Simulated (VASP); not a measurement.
# Ta (P6/mmm) in VASP: relaxation of cell and atoms with PBE

Aim: the relaxation of cell and atoms of Ta with PBE.

All numbers are computed with VASP 6.6.1; they aren't measurements. Logs are shortened: lines on timing, memory, paths and dates and some standing lists are left out, and cuts for length are marked.

## Step 1: The cell of the first run

The structure is hexagonal, space group P6/mmm (No. 191). Conventional cell: a = 4.706 Å, b = 4.706 Å, c = 2.918 Å, α = 90.00°, β = 90.00°, γ = 120.00°. Within 3.8 Å of Ta (site symmetry 6/mmm) lie 14 Ta at 2.92 to 3.08 Å. Within 3.6 Å of Ta (site symmetry -6m2) lie 11 Ta at 2.72 to 3.08 Å.

This isn't the form of Ta at room conditions, which is bcc.

## Step 2: Relaxation of cell and atoms, PBE, target pressure 2 GPa, at which the enthalpy is minimised

Contents of INCAR:

```
PREC     = Accurate       # precision mode
ENCUT    = 600            # plane-wave cutoff, eV
EDIFF    = 1E-7           # SCF threshold, eV
ISMEAR   = -1             # smearing method
SIGMA    = 0.05           # smearing width, eV
LREAL    = False          # projectors in reciprocal space
LASPH    = True           # aspherical terms in the spheres
NELM     = 60             # most SCF steps
ALGO     = Normal         # electronic algorithm
ISIF     = 3              # what is computed and relaxed
LWAVE    = False          # write WAVECAR
LCHARG   = False          # write CHGCAR
GGA      = PE             # functional
IBRION   = 2              # ionic algorithm
NSW      = 60             # ionic steps
EDIFFG   = -0.005         # ionic threshold
PSTRESS  = 20.0
```

Contents of KPOINTS:

```
regular mesh
0
Gamma
  8 8 11
```

Contents of POSCAR:

```
Ta
1.0
    4.7063089528      0.0000000000      0.0000000000
   -2.3531544764      4.0757831112      0.0000000000
    0.0000000000      0.0000000000      2.9179115508
Ta
3
Direct
    0.0000000000      0.0000000000      0.0000000000
    0.3333333333      0.6666666667      0.5000000000
    0.6666666667      0.3333333333      0.5000000000
```

Potentials or basis: VASP PAW PBE potentials, release 64 (Ta_pv).

The run is started by

```bash
> cat potpaw_PBE.64/Ta_pv/POTCAR > POTCAR
> mpirun -np 1 vasp_std > vasp.out
```

OUTCAR:

```text
PREC = Accurate
   ENCUT = 600
   EDIFF = 1E-7
   ISMEAR = -1
   LREAL = False
   LASPH = True
   NELM = 60
   ISIF = 3
   GGA = PE
   IBRION = 2
   NSW = 60
   EDIFFG = -0.005
   PSTRESS = 20.0

 ion  position               nearest neighbor table
   1  0.000  0.000  0.000-   2 3.08   3 3.08   2 3.08   3 3.08   3 3.08   3 3.08   2 3.08   2 3.08
                             3 3.08   3 3.08   2 3.08   2 3.08
   2  0.333  0.667  0.500-   3 2.72   3 2.72   3 2.72   1 3.08   1 3.08   1 3.08   1 3.08   1 3.08
                             1 3.08
   3  0.667  0.333  0.500-   2 2.72   2 2.72   2 2.72   1 3.08   1 3.08   1 3.08   1 3.08   1 3.08
                             1 3.08

  LATTYP: Found a hexagonal cell.
 ALAT       =     4.7063089528
 C/A-ratio  =     0.6200000000

  Lattice vectors:

 A1 = (   4.7063089528,   0.0000000000,   0.0000000000)
 A2 = (  -2.3531544764,   4.0757831112,   0.0000000000)
 A3 = (   0.0000000000,   0.0000000000,   2.9179115508)

Analysis of symmetry for initial positions (statically):
=====================================================================
 Subroutine PRICEL returns:
 Original cell was already a primitive cell.

 Routine SETGRP: Setting up the symmetry group for a
 hexagonal supercell.

 Subroutine GETGRP returns: Found 24 space group operations
 (whereof 24 operations were pure point group operations)
 out of a pool of 24 trial point group operations.

The static configuration has the point symmetry D_6h.

Analysis of symmetry for dynamics (positions and initial velocities):
=====================================================================
 Subroutine PRICEL returns:
 Original cell was already a primitive cell.

 Routine SETGRP: Setting up the symmetry group for a
 hexagonal supercell.

 Subroutine GETGRP returns: Found 24 space group operations
 (whereof 24 operations were pure point group operations)
 out of a pool of 24 trial point group operations.

The dynamic configuration has the point symmetry D_6h.

 Subroutine INISYM returns: Found 24 space group operations
 (whereof 24 operations are pure point group operations),
 and found     1 'primitive' translations

----------------------------------------------------------------------------------------

                                     Primitive cell

  volume of cell :      55.9711

  direct lattice vectors                    reciprocal lattice vectors
     4.706308953  0.000000000  0.000000000     0.212480738  0.122675811  0.000000000
    -2.353154476  4.075783111  0.000000000     0.000000000  0.245351623  0.000000000
     0.000000000  0.000000000  2.917911551     0.000000000  0.000000000  0.342710868

  length of vectors
     4.706308953  4.706308953  2.917911551     0.245351623  0.245351623  0.342710868

  position of ions in fractional coordinates (direct lattice)
     0.000000000  0.000000000  0.000000000
     0.333333333  0.666666667  0.500000000
     0.666666667  0.333333333  0.500000000

  ion indices of the primitive-cell ions
   primitive index   ion index
                 1           1
                 2           2
                 3           3

----------------------------------------------------------------------------------------

 KPOINTS: regular mesh

Automatic generation of k-mesh.
 Grid dimensions read from file:
 generate k-points for:    8    8   11

 Generating k-lattice:

  Cartesian coordinates                     Fractional coordinates (reciprocal lattice)
     0.026560092  0.015334476  0.000000000     0.125000000 -0.000000000  0.000000000
     0.000000000  0.030668953  0.000000000     0.000000000  0.125000000  0.000000000
     0.000000000  0.000000000  0.031155533     0.000000000  0.000000000  0.090909091

  Length of vectors
     0.030668953  0.030668953  0.031155533

  Shift w.r.t. Gamma in fractional coordinates (k-lattice)
     0.000000000  0.000000000  0.000000000

 Subroutine IBZKPT returns following result:
 ===========================================

 Found     60 irreducible k-points:

 Following reciprocal coordinates:
            Coordinates               Weight
  0.000000  0.000000  0.000000      1.000000
  0.125000  0.000000  0.000000      6.000000
  0.250000  0.000000  0.000000      6.000000
  0.375000  0.000000  0.000000      6.000000
  0.500000  0.000000  0.000000      3.000000
  0.125000  0.125000  0.000000      6.000000
[... 16 lines left out ...]
  0.250000  0.000000  0.181818     12.000000
  0.375000  0.000000  0.181818     12.000000
 [... further k-points ...]
   k-points           NKPTS =     60   k-points in BZ     NKDIM =     60   number of bands    NBANDS=     20
   number of dos      NEDOS =    301   number of ions     NIONS =      3
   total plane-waves  NPLWV =  38400
   dimension x,y,z NGX =    40 NGY =   40 NGZ =   24
   dimension x,y,z NGXF=    80 NGYF=   80 NGZF=   48
   ions per type =               3
   NGX,Y,Z   is equivalent  to a cutoff of  14.13, 14.13, 13.67 a.u.
   NGXF,Y,Z  is equivalent  to a cutoff of  28.26, 28.26, 27.35 a.u.
 SYSTEM =  unknown system
   PREC   = accura    normal or accurate (medium, high low for compatibility)
   ISTART =      0    job   : 0-new  1-cont  2-samecut
   ICHARG =      2    charge: 1-file 2-atom 10-const
   ISPIN  =      1    spin polarized calculation?
   LNONCOLLINEAR =      F non collinear calculations
   LSORBIT =      F    spin-orbit coupling
   LASPH  =      T    aspherical Exc in radial PAW
   ENCUT  =  600.0 eV  44.10 Ry    6.64 a.u.   9.40  9.40  5.83*2*pi/ulx,y,z
   NELM   =     60;   NELMIN=  2; NELMDL= -5     # of ELM steps
   EDIFF  = 0.1E-06   stopping-criterion for ELM
   LREAL  =      F    real-space projection
   EDIFFG = -.5E-02   stopping-criterion for IOM
   NSW    =     60    number of steps for IOM
   IBRION =      2    ionic relax: 0-MD 1-quasi-New 2-CG
   NFREE  =      1    steps in history (QN), initial steepest desc. (CG)
   ISIF   =      3    stress and relaxation
   ISYM   =      2    0-nonsym 1-usesym 2-fastsym
   POTIM  = 0.5000    time-step for ionic-motion
   TEBEG  =    0.0;   TEEND  =   0.0 temperature during run
   PSTRESS=   20.0 pullay stress
   NELECT =      33.0000    total number of electrons
   NUPDOWN=      -1.0000    fix difference up-down
   EMIN   =  10.00;   EMAX   =-10.00  energy-range for DOS
   EFERMI =   0.00;   METHOD = LEGACY
   ISMEAR =    -1;   SIGMA  =   0.05  broadening in eV -4-tet -1-fermi 0-gaus
   EFERMI_NEDOS =   21; number of points for ismear=-14 and -15
   IALGO  =     38    algorithm
   IMIX   =      4    mixing-type and parameters
     AMIX     =   0.40;   BMIX     =  1.00
     AMIX_MAG =   1.60;   BMIX_MAG =  1.00
  volume/ion in A,a.u.               =      18.66       125.90
  Fermi-wavevector in a.u.,A,eV,Ry     =   1.372750  2.594122 25.639415  1.884444
  Thomas-Fermi vector in A             =   2.498329
   LORBIT       =      0    0 simple, 1 ext, 2 COOP (PROOUT), +10 PAW based schemes
   GGA     = PE    functional components
   LHFCALC =     F    Hartree Fock is set to
   AEXX    =    0.0000 exact exchange contribution
   IVDW    =     0    specifies the selected vdW correction
   LEPSILON=     F    determine dielectric tensor
   LRPA    =     F    only Hartree local field effects (RPA)
 conjugate gradient relaxation of ions
 non-spin polarized calculation
  energy-cutoff  :      600.00
  volume of cell :       55.97
 maximum number of plane-waves:      1890
 NGX is ok and might be reduce to    40
   NGX = 19   NGY = 19   NGZ = 11

--------------------------------------- Ionic step        1  -------------------------------------------

 number of electron      33.0000003 magnetization

 Free energy of the ion-electron system (eV)
  ---------------------------------------------------
  ext. energy  EPLUGINS =         0.00000000
  ---------------------------------------------------
  free energy    TOTEN  =       -34.44311632 eV

  energy without entropy =      -34.41604772  energy(sigma->0) =      -34.42958202

------------------------ aborting loop because EDIFF is reached ----------------------------------------

  FORCE on cell =-STRESS in cart. coord.  units (eV):
  Direction    XX          YY          ZZ          XY          YZ          ZX
  --------------------------------------------------------------------------------------
  -------------------------------------------------------------------------------------
  Total        3.0024121      3.0024121     -5.7360096     -0.0000000      0.0000000      0.0000000
  in kB       85.9443366     85.9443366   -164.1938296     -0.0000000      0.0000000      0.0000000
  external PRESSURE =     -17.4350521 kB  Pullay stress =      20.0000000 kB
[... 258 lines left out ...]
  enthalpy is  TOTEN    =       -34.0715886234 eV   P V=        0.6908330501

--------------------------------------- Ionic step        8  -------------------------------------------

 number of electron      32.9999998 magnetization

 Free energy of the ion-electron system (eV)
  ---------------------------------------------------
  ext. energy  EPLUGINS =         0.00000000
  ---------------------------------------------------
  free energy    TOTEN  =       -34.76231476 eV

  energy without entropy =      -34.73293571  energy(sigma->0) =      -34.74762523

 E-fermi :   5.5870     XC(G=0): -12.4833

 val. band max:        5.5833513643   @ k =   0.2500   0.1250   0.2727
 cond. band min:       5.5928227419   @ k =   0.2500   0.2500   0.3636
 fundamental gap:      0.0094713776
 Fermi energy:         5.5869720727

 k-point     1 :       0.0000    0.0000    0.0000
  band No.  band energies     occupation
      1     -28.7600      2.00000
      2     -28.7600      2.00000
      3     -28.5425      2.00000
      4     -28.5425      2.00000
      5     -27.9387      2.00000
      6     -27.9387      2.00000
[... 12 lines left out ...]
     19       6.6063      0.00000
[... 513 lines left out ...]
      4     -28.2483      2.00000
      5     -28.2054      2.00000
      6     -28.1105      2.00000
[... 12 lines left out ...]
     19       6.9406      0.00000
     20       7.5668      0.00000

 [... further k-points ...]

------------------------ aborting loop because EDIFF is reached ----------------------------------------

  FORCE on cell =-STRESS in cart. coord.  units (eV):
  Direction    XX          YY          ZZ          XY          YZ          ZX
  --------------------------------------------------------------------------------------
  -------------------------------------------------------------------------------------
  Total        0.6827460      0.6827460      0.6879525      0.0000000      0.0000000      0.0000000
  in kB       19.7701904     19.7701904     19.9209540      0.0000000      0.0000000      0.0000000
  external PRESSURE =      -0.1795551 kB  Pullay stress =      20.0000000 kB
[... 18 lines left out ...]
  FREE ENERGIE OF THE ION-ELECTRON SYSTEM (eV)
  ---------------------------------------------------
  free  energy   TOTEN  =       -34.7623147624 eV

  energy  without entropy=      -34.7329357072  energy(sigma->0) =      -34.74762523

  enthalpy is  TOTEN    =       -34.0716324549 eV   P V=        0.6906823074

 reached required accuracy - stopping structural energy minimisation
```

Run time: 5.9 min. Hardware: 1 thread of AMD EPYC 7R13 (Zen 3), shared host; peak memory 0.22 GiB.

Results:

```yaml
Free_energy: -34.7623 eV
Relaxed_volume: 18.44 Å³/atom
Relaxed_cell: a = 4.845 Å, b = 4.845 Å, c = 2.722 Å, α = 90.00°, β = 90.00°, γ = 120.00°
Space_group_after_relaxing_to_0.1_Å: P6/mmm (No. 191)
Energy_change_on_relaxing_the_run_minimises_the_enthalpy: -106.4 meV/atom
Ionic_steps: 8
Pressure_after_relaxing: 2.0 GPa
Band_gap_on_the_k_mesh: zero (an odd number of electrons rules out a gap without spin polarisation)
```

Step by step:
```csv
step,energy change (eV),largest force (eV/Å),pressure (GPa),volume (Å³)
1,0.0000,0.0000,0.26,55.97
2,-0.1799,0.0000,8.14,53.97
3,-0.3074,0.0000,4.09,54.72
4,-0.3069,0.0000,4.23,54.69
5,-0.3184,0.0000,-1.77,56.51
6,-0.3189,0.0000,2.08,55.31
7,-0.3193,0.0000,1.93,55.34
8,-0.3192,0.0000,1.98,55.33
```

Final structure:
```
CELL_PARAMETERS angstrom
4.84494 0.00000 0.00000
-2.42247 4.19584 0.00000
0.00000 0.00000 2.72177
ATOMIC_POSITIONS crystal
Ta 0.00000 0.00000 0.00000
Ta 0.33333 0.66667 0.50000
Ta 0.66667 0.33333 0.50000
```

Levels at points of the mesh, in eV from the Fermi level:
```
           k point  band 13  band 14  band 15  band 16  band 17  band 18  band 19  band 20
(0.00, 0.00, 0.00)    -1.43    -1.43    -1.42    -1.42    -0.67     1.02     1.02     3.29
(0.50, 0.00, 0.00)    -1.88    -1.72    -1.54    -0.93    -0.65     0.80     2.14     3.51
```

Caveat: the cell is relaxed towards a set pressure, so the run minimises the enthalpy, not the energy; spin-orbit coupling is left out, which moves the levels of the heavy elements.
